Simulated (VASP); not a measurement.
Runs of VASP 6.6.1 on HfOs. It takes space group Pm-3m (No. 221, cubic). The conventional cell has a = 3.239 Å, b = 3.239 Å, c = 3.239 Å, α = 90.00°, β = 90.00°, γ = 90.00°. Within 3.7 Å of Hf (site symmetry m-3m) lie 8 Os at 2.81 Å and 6 Hf at 3.24 Å. Os (site symmetry m-3m) has 8 Hf at 2.81 Å and 6 Os at 3.24 Å within 3.7 Å. 

```csv
k mesh,gap on the mesh (eV),pressure (GPa)
2 × 2 × 2,none,(a)
7 × 7 × 7,none,-8.5
4 × 4 × 4,none,-8.2
9 × 9 × 9,none,-8.5
3 × 3 × 3,0.76,-8.6
6 × 6 × 6,none,-8.5
```

Alike in all rows: task single point; level LDA; potentials or basis VASP PAW LDA potentials, release 64 (Hf_pv, Os); no spin polarisation; cell as given; cutoff (eV) 520; smearing methfessel-paxton 0.1 eV.

Problem. Fill in the values left out.

Solution. (a) -4.6.

Caveats: some runs use coarse meshes; spin-orbit coupling is left out, which moves the levels of the heavy elements.

A k mesh can miss the band edges, and the runs leave out spin-orbit coupling on Hf, Os.

A gap of «none» marks levels without a gap at the run's occupations.
